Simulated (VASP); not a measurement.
# H2CI2 (Fmm2) in VASP: further runs

H2CI2 is run at these levels: PBE; tasks: single point.

All numbers are computed with VASP 6.6.1; they aren't measurements. Logs are shortened: lines on timing, memory, paths and dates and some standing lists are left out, and cuts for length are marked.

**1. The cell of the first run**

It takes space group Fmm2 (No. 42, orthorhombic). Conventional cell: a = 8.204 Å, b = 13.087 Å, c = 5.139 Å, α = 90.00°, β = 90.00°, γ = 90.00°. H (site symmetry m) has 1 C at 1.09 Å within 1.5 Å. C (site symmetry mm2) has 2 H at 1.09 Å within 1.5 Å. I (site symmetry m) has 1 C at 2.15 Å and 2 H at 2.70 Å within 2.9 Å.

**2. Single point, PBE**

INCAR

```
SYSTEM = H2CI2
PREC     = Accurate       ! precision mode
ENCUT    = 520            ! plane-wave cutoff, eV
EDIFF    = 1E-6           ! SCF threshold, eV
ISMEAR   = 0              ! smearing method
SIGMA    = 0.02           ! smearing width, eV
LREAL    = .FALSE.        ! projectors in reciprocal space
LASPH    = .TRUE.         ! aspherical terms in the spheres
NELM     = 100            ! most SCF steps
ALGO     = Normal         ! electronic algorithm
ISIF     = 2              ! what is computed and relaxed
LWAVE    = .FALSE.        ! write WAVECAR
LCHARG   = .TRUE.         ! write CHGCAR
GGA      = PE             ! functional
LELF     = .TRUE.         ! ELF
LVHAR    = .TRUE.       
NBANDS   = 18             ! bands
```

KPOINTS

```
Automatic mesh
0
G
  6 6 6
  0 0 0
```

POSCAR

```
H2CI2
1.0
    0.0000000000      6.5434809983      2.5695060146
    4.1017573501      0.0000000000      2.5695060146
    4.1017573501      6.5434809983      0.0000000000
H C I
2 1 2
Direct
    0.7699641885      0.9907977097      0.2300358115
    0.9907977097      0.7699641885      0.0092022903
    0.9986880222      0.9986880222      0.0013119778
    0.3660121871      0.0905578926      0.9094421074
    0.0905578926      0.3660121871      0.6339878129
```

Potentials or basis: VASP PAW PBE potentials, release 64 (H, C, I).

Launch:

```console
cat potpaw_PBE.64/H/POTCAR potpaw_PBE.64/C/POTCAR potpaw_PBE.64/I/POTCAR > POTCAR
mpirun -np 1 vasp_std > vasp.out
```

OUTCAR:

```text
SYSTEM = H2CI2
   PREC = Accurate
   ENCUT = 520
   EDIFF = 1E-6
   ISMEAR = 0
   LREAL = .FALSE.
   LASPH = .TRUE.
   NELM = 100
   ISIF = 2
   GGA = PE

 ion  position               nearest neighbor table
   1  0.770  0.991  0.230-   3 1.09
   2  0.991  0.770  0.009-   3 1.09
   3  0.999  0.999  0.001-   1 1.09   2 1.09   4 2.15   5 2.15
   4  0.366  0.091  0.909-   3 2.15
   5  0.091  0.366  0.634-   3 2.15

  LATTYP: Found a face centered orthorhombic cell.
 ALAT       =     5.1390120292
 B/A-ratio  =     1.5963213656
 C/A-ratio  =     2.5465910417

  Lattice vectors:

 A1 = (   4.1017573501,   6.5434809983,   0.0000000000)
 A2 = (   0.0000000000,   6.5434809983,   2.5695060146)
 A3 = (   4.1017573501,   0.0000000000,   2.5695060146)

Analysis of symmetry for initial positions (statically):
=====================================================================
 Subroutine PRICEL returns:
 Original cell was already a primitive cell.

 Routine SETGRP: Setting up the symmetry group for a
 face centered orthorhombic supercell.

 Subroutine GETGRP returns: Found  4 space group operations
 (whereof  4 operations were pure point group operations)
 out of a pool of  8 trial point group operations.

The static configuration has the point symmetry C_2v.

Analysis of symmetry for dynamics (positions and initial velocities):
=====================================================================
 Subroutine PRICEL returns:
 Original cell was already a primitive cell.

 Routine SETGRP: Setting up the symmetry group for a
 face centered orthorhombic supercell.

 Subroutine GETGRP returns: Found  4 space group operations
 (whereof  4 operations were pure point group operations)
 out of a pool of  8 trial point group operations.

The dynamic configuration has the point symmetry C_2v.

 Subroutine INISYM returns: Found  4 space group operations
 (whereof  4 operations are pure point group operations),
 and found     1 'primitive' translations

----------------------------------------------------------------------------------------

                                     Primitive cell

  volume of cell :     137.9299

  direct lattice vectors                    reciprocal lattice vectors
     0.000000000  6.543480998  2.569506015    -0.121898971  0.076411928  0.194589932
     4.101757350  0.000000000  2.569506015     0.121898971 -0.076411928  0.194589932
[... 94 lines left out ...]
   NSW    =      0    number of steps for IOM
   IBRION =     -1    ionic relax: 0-MD 1-quasi-New 2-CG
   NFREE  =      0    steps in history (QN), initial steepest desc. (CG)
   ISIF   =      2    stress and relaxation
   ISYM   =      2    0-nonsym 1-usesym 2-fastsym
   POTIM  = 0.5000    time-step for ionic-motion
   TEBEG  =    0.0;   TEEND  =   0.0 temperature during run
   PSTRESS=    0.0 pullay stress
   NELECT =      20.0000    total number of electrons
   NUPDOWN=      -1.0000    fix difference up-down
   EMIN   =  10.00;   EMAX   =-10.00  energy-range for DOS
   EFERMI =   0.00;   METHOD = LEGACY
   ISMEAR =     0;   SIGMA  =   0.02  broadening in eV -4-tet -1-fermi 0-gaus
   EFERMI_NEDOS =   21; number of points for ismear=-14 and -15
   IALGO  =     38    algorithm
   IMIX   =      4    mixing-type and parameters
     AMIX     =   0.40;   BMIX     =  1.00
     AMIX_MAG =   1.60;   BMIX_MAG =  1.00
  volume/ion in A,a.u.               =      27.59       186.16
  Fermi-wavevector in a.u.,A,eV,Ry     =   0.860066  1.625290 10.064424  0.739714
  Thomas-Fermi vector in A             =   1.977516
   LORBIT       =      0    0 simple, 1 ext, 2 COOP (PROOUT), +10 PAW based schemes
   GGA     = PE    functional components
   LHFCALC =     F    Hartree Fock is set to
   AEXX    =    0.0000 exact exchange contribution
   IVDW    =     0    specifies the selected vdW correction
   LEPSILON=     F    determine dielectric tensor
   LRPA    =     F    only Hartree local field effects (RPA)
 non-spin polarized calculation
 Gauss-broadening in eV      SIGMA  =   0.02
  energy-cutoff  :      520.00
  volume of cell :      137.93
 maximum number of plane-waves:      3746
 NGX is ok and might be reduce to    54
   NGX = 27   NGY = 17   NGZ = 29

 number of electron      19.9999999 magnetization

 Free energy of the ion-electron system (eV)
  ---------------------------------------------------
  ext. energy  EPLUGINS =         0.00000000
  ---------------------------------------------------
  free energy    TOTEN  =       -18.66695048 eV

  energy without entropy =      -18.66695048  energy(sigma->0) =      -18.66695048

 E-fermi :  -0.1169     XC(G=0):  -6.9332

 val. band max:       -0.2604571949   @ k =   0.0000   0.0000   0.0000
 cond. band min:       2.7022558123   @ k =   0.5000   0.0000   0.5000
 fundamental gap:      2.9627130073
 Fermi energy:        -0.1168531231

 k-point     1 :       0.0000    0.0000    0.0000
  band No.  band energies     occupation
      1     -13.7141      2.00000
      2     -11.5050      2.00000
      3      -9.8537      2.00000
      4      -5.3648      2.00000
      5      -4.3233      2.00000
      6      -3.3095      2.00000
[... 481 lines left out ...]
      5      -4.1191      2.00000
      6      -3.5706      2.00000
[... 10 lines left out ...]
     17       9.1363      0.00000
     18       9.2766      0.00000

 [... further k-points ...]

------------------------ aborting loop because EDIFF is reached ----------------------------------------

  FORCE on cell =-STRESS in cart. coord.  units (eV):
  Direction    XX          YY          ZZ          XY          YZ          ZX
  --------------------------------------------------------------------------------------
  -------------------------------------------------------------------------------------
  Total        0.0110059     -0.0740755     -0.0354594      0.0000000      0.0000000      0.0000000
  in kB        0.1278429     -0.8604524     -0.4118921      0.0000000      0.0000000      0.0000000
  external PRESSURE =      -0.3815005 kB  Pullay stress =       0.0000000 kB

 VOLUME and BASIS-vectors are now :
 -----------------------------------------------------------------------------
  energy-cutoff  :      520.00
  volume of cell :      137.93
      direct lattice vectors                 reciprocal lattice vectors
     0.000000000  6.543480998  2.569506015    -0.121898971  0.076411928  0.194589932
     4.101757350  0.000000000  2.569506015     0.121898971 -0.076411928  0.194589932
     4.101757350  6.543480998  0.000000000     0.121898971  0.076411928 -0.194589932

 POSITION                                       TOTAL-FORCE (eV/Angst)
 -----------------------------------------------------------------------------------
      5.00756      6.54348      4.52429         0.017734      0.000000     -0.012476
      3.19595      6.54348      4.52429        -0.017734      0.000000     -0.012476
      4.10176      6.54348      5.13227        -0.000000      0.000000      0.032955
      4.10176      8.34591      1.17316        -0.000000     -0.009024     -0.004002
      4.10176      4.74105      1.17316        -0.000000      0.009024     -0.004002
 -----------------------------------------------------------------------------------
    total drift:                                0.000001     -0.000000     -0.000140

  FREE ENERGIE OF THE ION-ELECTRON SYSTEM (eV)
  ---------------------------------------------------
  free  energy   TOTEN  =       -18.6669504798 eV

  energy  without entropy=      -18.6669504798  energy(sigma->0) =      -18.66695048
```

stdout:

```text
POSCAR found type information on POSCAR H C I
 POSCAR found :  3 types and       5 ions
 scaLAPACK will be used
 LDA part: xc-table for (Slater+PW92), standard interpolation
 POSCAR, INCAR and KPOINTS ok, starting setup
 FFT: planning ... GRIDC
 FFT: planning ... GRID_SOFT
 FFT: planning ... GRID
 WAVECAR not read
 entering main loop
```

Wall time 1.9 min (1 thread of AMD EPYC 9R45 (Zen 5), shared host); peak memory 0.35 GiB.

What came out:

| Property | Result |
| --- | --- |
| Free energy | -18.6670 eV |
| Pressure | 0.0 GPa |
| Largest force | 0.033 eV/Å |
| Band gap on the k mesh | 2.96 eV, indirect (least direct gap 3.06 eV) |

Forces on the atoms (eV/Å):
```
H    0.018  0.000 -0.012
H   -0.018  0.000 -0.012
C    0.000  0.000  0.033
I    0.000 -0.009 -0.004
I    0.000  0.009 -0.004
```

Caveat: spin-orbit coupling is left out, which moves the levels of the heavy elements.

(Continued in part 2 of 2.)
